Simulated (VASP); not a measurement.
# Ta (Im-3m) in VASP: a series of runs

The runs below take Ta through single point, relaxation of cell and atoms, with PBEsol.

Program: VASP 6.6.1. These are calculated values, not measurements. Logs are shortened: lines on timing, memory, paths and dates and some standing lists are left out, and cuts for length are marked.

**1. The cell of the first run**

It takes space group Im-3m (No. 229, cubic). Conventional cell: a = 3.277 Å, b = 3.277 Å, c = 3.277 Å, α = 90.00°, β = 90.00°, γ = 90.00°. Ta (site symmetry m-3m) has 14 Ta at 2.84 to 3.28 Å within 3.7 Å.

**2. Single point, PBEsol**

INCAR reads:

```
ALGO = Normal
EDIFF = 1E-6
ENCUT = 500
GGA = PS
GGA_COMPAT = False
ISIF = 2
ISMEAR = 1
LASPH = True
LCHARG = True
LELF = True
LREAL = False
LVHAR = True
LWAVE = False
NBANDS = 12
NELM = 120
PREC = Accurate
SIGMA = 0.1
```

KPOINTS reads:

```
k-points
0
Gamma
  9 9 9
```

POSCAR reads:

```
Ta
1.0
   -1.6386747123      1.6386747123      1.6386747123
    1.6386747123     -1.6386747123      1.6386747123
    1.6386747123      1.6386747123     -1.6386747123
Ta
1
Direct
    0.0000000000      0.0000000000      0.0000000000
```

Potentials or basis: VASP PAW PBE potentials, release 64 (Ta_pv).

Run with:

```sh
$ cat potpaw_PBE.64/Ta_pv/POTCAR > POTCAR
$ mpirun -np 1 vasp_std > vasp.out
```

OUTCAR:

```text
EDIFF = 1E-6
   ENCUT = 500
   GGA = PS
   ISIF = 2
   ISMEAR = 1
   LASPH = True
   LREAL = False
   NELM = 120
   PREC = Accurate

 ion  position               nearest neighbor table
   1  0.000  0.000  0.000-

  LATTYP: Found a body centered cubic cell.
 ALAT       =     3.2773494246

  Lattice vectors:

 A1 = (  -1.6386747123,   1.6386747123,   1.6386747123)
 A2 = (   1.6386747123,  -1.6386747123,   1.6386747123)
 A3 = (   1.6386747123,   1.6386747123,  -1.6386747123)

Analysis of symmetry for initial positions (statically):
=====================================================================
 Subroutine PRICEL returns:
 Original cell was already a primitive cell.

 Routine SETGRP: Setting up the symmetry group for a
 body centered cubic supercell.

 Subroutine GETGRP returns: Found 48 space group operations
 (whereof 48 operations were pure point group operations)
 out of a pool of 48 trial point group operations.

The static configuration has the point symmetry O_h .

Analysis of symmetry for dynamics (positions and initial velocities):
=====================================================================
 Subroutine PRICEL returns:
 Original cell was already a primitive cell.

 Routine SETGRP: Setting up the symmetry group for a
 body centered cubic supercell.

 Subroutine GETGRP returns: Found 48 space group operations
 (whereof 48 operations were pure point group operations)
 out of a pool of 48 trial point group operations.

The dynamic configuration has the point symmetry O_h .

 Subroutine INISYM returns: Found 48 space group operations
 (whereof 48 operations are pure point group operations),
 and found     1 'primitive' translations

----------------------------------------------------------------------------------------

                                     Primitive cell

  volume of cell :      17.6010

  direct lattice vectors                    reciprocal lattice vectors
    -1.638674712  1.638674712  1.638674712     0.000000000  0.305124621  0.305124621
     1.638674712 -1.638674712  1.638674712     0.305124621  0.000000000  0.305124621
     1.638674712  1.638674712 -1.638674712     0.305124621  0.305124621  0.000000000

  length of vectors
     2.838267859  2.838267859  2.838267859     0.431511377  0.431511377  0.431511377

  position of ions in fractional coordinates (direct lattice)
     0.000000000  0.000000000  0.000000000

  ion indices of the primitive-cell ions
   primitive index   ion index
                 1           1

----------------------------------------------------------------------------------------

 KPOINTS: k-points

Automatic generation of k-mesh.
 Grid dimensions read from file:
 generate k-points for:    9    9    9

 Generating k-lattice:

  Cartesian coordinates                     Fractional coordinates (reciprocal lattice)
     0.000000000  0.033902736  0.033902736     0.111111111  0.000000000  0.000000000
     0.033902736  0.000000000  0.033902736     0.000000000  0.111111111  0.000000000
     0.033902736  0.033902736  0.000000000     0.000000000  0.000000000  0.111111111

  Length of vectors
     0.047945709  0.047945709  0.047945709

  Shift w.r.t. Gamma in fractional coordinates (k-lattice)
     0.000000000  0.000000000  0.000000000

 Subroutine IBZKPT returns following result:
 ===========================================

 Found     35 irreducible k-points:

 Following reciprocal coordinates:
            Coordinates               Weight
  0.000000  0.000000  0.000000      1.000000
  0.111111  0.000000  0.000000     12.000000
  0.222222  0.000000  0.000000     12.000000
  0.333333  0.000000  0.000000     12.000000
  0.444444  0.000000  0.000000     12.000000
  0.111111  0.111111  0.000000     24.000000
[... 16 lines left out ...]
 -0.333333  0.444444  0.111111     48.000000
 -0.444444 -0.444444  0.111111     24.000000
 [... further k-points ...]
   k-points           NKPTS =     35   k-points in BZ     NKDIM =     35   number of bands    NBANDS=     12
   number of dos      NEDOS =    301   number of ions     NIONS =      1
   total plane-waves  NPLWV =  13824
   dimension x,y,z NGX =    24 NGY =   24 NGZ =   24
   dimension x,y,z NGXF=    48 NGYF=   48 NGZF=   48
   ions per type =               1
   NGX,Y,Z   is equivalent  to a cutoff of  14.06, 14.06, 14.06 a.u.
   NGXF,Y,Z  is equivalent  to a cutoff of  28.12, 28.12, 28.12 a.u.
 SYSTEM =  unknown system
   PREC   = accura    normal or accurate (medium, high low for compatibility)
   ISTART =      0    job   : 0-new  1-cont  2-samecut
   ICHARG =      2    charge: 1-file 2-atom 10-const
   ISPIN  =      1    spin polarized calculation?
   LNONCOLLINEAR =      F non collinear calculations
   LSORBIT =      F    spin-orbit coupling
   LASPH  =      T    aspherical Exc in radial PAW
   ENCUT  =  500.0 eV  36.75 Ry    6.06 a.u.   5.17  5.17  5.17*2*pi/ulx,y,z
   NELM   =    120;   NELMIN=  2; NELMDL= -5     # of ELM steps
   EDIFF  = 0.1E-05   stopping-criterion for ELM
   LREAL  =      F    real-space projection
   EDIFFG = 0.1E-04   stopping-criterion for IOM
   NSW    =      0    number of steps for IOM
   IBRION =     -1    ionic relax: 0-MD 1-quasi-New 2-CG
   NFREE  =      0    steps in history (QN), initial steepest desc. (CG)
   ISIF   =      2    stress and relaxation
   ISYM   =      2    0-nonsym 1-usesym 2-fastsym
   POTIM  = 0.5000    time-step for ionic-motion
   TEBEG  =    0.0;   TEEND  =   0.0 temperature during run
   PSTRESS=    0.0 pullay stress
   NELECT =      11.0000    total number of electrons
   NUPDOWN=      -1.0000    fix difference up-down
   EMIN   =  10.00;   EMAX   =-10.00  energy-range for DOS
   EFERMI =   0.00;   METHOD = LEGACY
   ISMEAR =     1;   SIGMA  =   0.10  broadening in eV -4-tet -1-fermi 0-gaus
   EFERMI_NEDOS =   21; number of points for ismear=-14 and -15
   IALGO  =     38    algorithm
   IMIX   =      4    mixing-type and parameters
     AMIX     =   0.40;   BMIX     =  1.00
     AMIX_MAG =   1.60;   BMIX_MAG =  1.00
  volume/ion in A,a.u.               =      17.60       118.78
  Fermi-wavevector in a.u.,A,eV,Ry     =   1.399672  2.644997 26.654929  1.959082
  Thomas-Fermi vector in A             =   2.522708
   LORBIT       =      0    0 simple, 1 ext, 2 COOP (PROOUT), +10 PAW based schemes
   GGA     = PS    functional components
   LHFCALC =     F    Hartree Fock is set to
   AEXX    =    0.0000 exact exchange contribution
   IVDW    =     0    specifies the selected vdW correction
   LEPSILON=     F    determine dielectric tensor
   LRPA    =     F    only Hartree local field effects (RPA)
 non-spin polarized calculation
 Methfessel and Paxton  Order N= 1 SIGMA  =   0.10
  energy-cutoff  :      500.00
  volume of cell :       17.60
 maximum number of plane-waves:       462
 NGX is ok and might be reduce to    24
   NGX = 11   NGY = 11   NGZ = 11

 number of electron      11.0000002 magnetization

 Free energy of the ion-electron system (eV)
  ---------------------------------------------------
  ext. energy  EPLUGINS =         0.00000000
  ---------------------------------------------------
  free energy    TOTEN  =       -12.53084167 eV

  energy without entropy =      -12.52841489  energy(sigma->0) =      -12.53003274

 E-fermi :   5.5846     XC(G=0): -12.8430

 val. band max:        5.5385406005   @ k =   0.3333   0.0000   0.0000
 cond. band min:       5.5858717555   @ k =  -0.2222   0.2222   0.1111
 fundamental gap:      0.0473311550
 Fermi energy:         5.5845971398

 k-point     1 :       0.0000    0.0000    0.0000
  band No.  band energies     occupation
      1     -27.3990      2.00000
      2     -27.3990      2.00000
      3     -27.3990      2.00000
      4      -2.5113      2.00000
      5       6.2411     -0.00000
      6       6.2411     -0.00000
      7       6.2411     -0.00000
      8       9.5910      0.00000
      9       9.5910      0.00000
     10      20.6538      0.00000
     11      20.6538      0.00000
     12      20.6538      0.00000

 k-point     2 :       0.1111    0.0000    0.0000
  band No.  band energies     occupation
      1     -27.5612      2.00000
      2     -27.4487      2.00000
      3     -27.4001      2.00000
      4      -1.9548      2.00000
      5       5.8892     -0.00014
      6       6.1042     -0.00000
      7       6.7965     -0.00000
      8       9.1108      0.00000
      9       9.5984      0.00000
     10      20.2880      0.00000
     11      21.1175      0.00000
     12      21.6269      0.00000

 k-point     3 :       0.2222    0.0000    0.0000
  band No.  band energies     occupation
      1     -27.9548      2.00000
      2     -27.5724      2.00000
      3     -27.4026      2.00000
      4      -0.5534      2.00000
      5       5.1150      2.00000
      6       5.5331      1.75593
      7       8.3920      0.00000
      8       8.9111      0.00000
      9       9.7188      0.00000
     10      20.2840      0.00000
     11      21.2432      0.00000
     12      23.1360      0.00000

 k-point     4 :       0.3333    0.0000    0.0000
  band No.  band energies     occupation
      1     -28.3765      2.00000
      2     -27.7098      2.00000
      3     -27.4057      2.00000
      4       0.7257      2.00000
      5       4.3758      2.00000
      6       5.5385      1.69535
      7       9.3673      0.00000
      8      10.0650      0.00000
      9      10.7701      0.00000
     10      19.3975      0.00000
     11      20.1456      0.00000
     12      20.5264      0.00000

 k-point     5 :       0.4444    0.0000    0.0000
  band No.  band energies     occupation
      1     -28.6386      2.00000
      2     -27.7977      2.00000
      3     -27.4078      2.00000
      4       1.0160      2.00000
      5       3.9505      2.00000
      6       6.8661     -0.00000
      7       9.5497      0.00000
      8      10.4728      0.00000
      9      13.1193      0.00000
     10      17.8082      0.00000
     11      17.9617      0.00000
     12      20.3111      0.00000
[... 228 lines left out ...]
      1     -28.2108      2.00000
      2     -27.7787      2.00000
      3     -27.5963      2.00000
      4       1.3147      2.00000
      5       4.6194      2.00000
      6       5.6461      0.14698
      7       7.4389     -0.00000
      8       9.7793      0.00000
      9      10.8327      0.00000
     10      19.7647      0.00000
     11      20.3230      0.00000
     12      23.9564      0.00000

 k-point    22 :      -0.4444    0.4444    0.1111
  band No.  band energies     occupation
      1     -28.5963      2.00000
      2     -27.8552      2.00000
      3     -27.5178      2.00000
      4       1.5096      2.00000
      5       4.5131      2.00000
      6       5.6992     -0.06879
      7       8.4503      0.00000
      8      11.4961      0.00000
      9      12.9762      0.00000
     10      17.7680      0.00000
     11      19.7761      0.00000
     12      20.3119      0.00000

 k-point    23 :      -0.3333    0.4444    0.1111
  band No.  band energies     occupation
      1     -28.4503      2.00000
      2     -27.9405      2.00000
      3     -27.6050      2.00000
      4       2.2081      2.00000
      5       4.1914      2.00000
      6       5.3349      2.00234
      7       8.1791      0.00000
      8      10.5992      0.00000
      9      12.8136      0.00000
     10      18.2831      0.00000
     11      20.3043      0.00000
     12      21.8655      0.00000

 k-point    24 :      -0.4444   -0.4444    0.1111
  band No.  band energies     occupation
      1     -28.5438      2.00000
      2     -28.0060      2.00000
      3     -27.6042      2.00000
      4       2.2467      2.00000
      5       4.7167      2.00000
      6       4.8811      2.00000
      7       8.1788      0.00000
      8      11.6058      0.00000
      9      14.6463      0.00000
     10      16.5424      0.00000
     11      20.2988      0.00000
     12      20.4264      0.00000

 [... further k-points ...]

------------------------ aborting loop because EDIFF is reached ----------------------------------------

  FORCE on cell =-STRESS in cart. coord.  units (eV):
  Direction    XX          YY          ZZ          XY          YZ          ZX
  --------------------------------------------------------------------------------------
  -------------------------------------------------------------------------------------
  Total        0.0034083      0.0034083      0.0034083      0.0000000      0.0000000     -0.0000000
  in kB        0.3102513      0.3102513      0.3102513      0.0000000      0.0000000     -0.0000000
  external PRESSURE =       0.3102513 kB  Pullay stress =       0.0000000 kB

 VOLUME and BASIS-vectors are now :
 -----------------------------------------------------------------------------
  energy-cutoff  :      500.00
  volume of cell :       17.60
      direct lattice vectors                 reciprocal lattice vectors
    -1.638674712  1.638674712  1.638674712     0.000000000  0.305124621  0.305124621
     1.638674712 -1.638674712  1.638674712     0.305124621  0.000000000  0.305124621
     1.638674712  1.638674712 -1.638674712     0.305124621  0.305124621  0.000000000

 POSITION                                       TOTAL-FORCE (eV/Angst)
 -----------------------------------------------------------------------------------
      0.00000      0.00000      0.00000        -0.000000      0.000000     -0.000000
 -----------------------------------------------------------------------------------
    total drift:                               -0.000000      0.000000      0.000000

  FREE ENERGIE OF THE ION-ELECTRON SYSTEM (eV)
  ---------------------------------------------------
  free  energy   TOTEN  =       -12.5308416660 eV

  energy  without entropy=      -12.5284148930  energy(sigma->0) =      -12.53003274
```

It took 6.5 s on 1 thread of AMD EPYC 7R13 (Zen 3), shared host; peak memory 0.11 GiB.

What came out:

| Property | Result |
| --- | --- |
| Free energy | -12.5308 eV |
| Pressure | 0.0 GPa |
| Band gap on the k mesh | zero (an odd number of electrons rules out a gap without spin polarisation) |

Levels at points of the mesh, in eV from the Fermi level:
```
           k point  band 1  band 2  band 3  band 4  band 5  band 6  band 7  band 8  band 9  band 10
(0.00, 0.00, 0.00)  -32.98  -32.98  -32.98   -8.10    0.66    0.66    0.66    4.01    4.01    15.07
```

Caveat: the PAW data sets were made with another functional, which shifts forces and pressure a little; spin-orbit coupling is left out, which moves the levels of the heavy elements.

**3. Relaxation of cell and atoms, PBEsol**

This run uses another cell than the first one, of 18.01 Å³/atom.

INCAR reads:

```
SYSTEM = Ta
PREC     = Accurate       ! precision mode
ENCUT    = 500            ! plane-wave cutoff, eV
EDIFF    = 1E-7           ! SCF threshold, eV
ISMEAR   = 1              ! smearing method
SIGMA    = 0.1            ! smearing width, eV
LREAL    = .False.        ! projectors in reciprocal space
LASPH    = .True.         ! aspherical terms in the spheres
NELM     = 120            ! most SCF steps
ALGO     = Normal         ! electronic algorithm
ISIF     = 3              ! what is computed and relaxed
LWAVE    = .False.        ! write WAVECAR
LCHARG   = .False.        ! write CHGCAR
GGA      = PS             ! functional
IBRION   = 2              ! ionic algorithm
NSW      = 80             ! ionic steps
EDIFFG   = -0.02          ! ionic threshold
GGA_COMPAT= .False.      
NELMIN   = 4
```

KPOINTS reads:

```
regular mesh
0
Gamma
  9 9 9
  0 0 0
```

POSCAR reads:

```
Ta
1.0
   -1.6512800000      1.6512800000      1.6512800000
    1.6512800000     -1.6512800000      1.6512800000
    1.6512800000      1.6512800000     -1.6512800000
Ta
1
Direct
    0.0000000000      0.0000000000      0.0000000000
```

Potentials or basis: VASP PAW PBE potentials, release 64 (Ta_pv).

Run with:

```sh
$ cat potpaw_PBE.64/Ta_pv/POTCAR > POTCAR
$ mpirun -np 1 vasp_std > vasp.out
```

Wall time 12 s (1 thread of AMD EPYC 7R13 (Zen 3), shared host); peak memory 0.11 GiB.

The run converged. Its results:

```
Free energy                           : -12.5310 eV
Relaxed volume                        : 17.61 Å³/atom
Relaxed cell                          : a = 2.839 Å, b = 2.839 Å, c = 2.839 Å, α = 109.47°, β = 109.47°, γ = 109.47°
Space group after relaxing (to 0.1 Å) : Im-3m (No. 229)
Energy gained by relaxing             : 5.2 meV/atom
Ionic steps                           : 3
Pressure after relaxing               : 0.0 GPa
Band gap on the k mesh                : zero (an odd number of electrons rules out a gap without spin polarisation)
```

The path:
```
step  energy change (eV)  largest force (eV/Å)  pressure (GPa)  volume (Å³)
   1              0.0000                0.0000           -3.99        18.01
   2              0.0149                0.0000            9.28        16.87
   3             -0.0052                0.0000           -0.02        17.61
```

Final structure:
```cif
data_structure
_symmetry_space_group_name_H-M 'P 1'
_symmetry_Int_Tables_number 1
_cell_length_a 2.8386
_cell_length_b 2.8386
_cell_length_c 2.8386
_cell_angle_alpha 109.471
_cell_angle_beta 109.471
_cell_angle_gamma 109.471
_cell_volume 17.61
loop_
_atom_site_label
_atom_site_type_symbol
_atom_site_fract_x
_atom_site_fract_y
_atom_site_fract_z
_atom_site_occupancy
Ta1 Ta 0.00000 0.00000 0.00000 1
```

Levels at points of the mesh, in eV from the Fermi level:
| k point | band 1 | band 2 | band 3 | band 4 | band 5 | band 6 | band 7 | band 8 | band 9 |
| --- | --- | --- | --- | --- | --- | --- | --- | --- | --- |
| (0.00, 0.00, 0.00) | -32.99 | -32.99 | -32.99 | -8.09 | 0.66 | 0.66 | 0.66 | 4.01 | 4.01 |

Caveat: the PAW data sets were made with another functional, which shifts forces and pressure a little; spin-orbit coupling is left out, which moves the levels of the heavy elements.
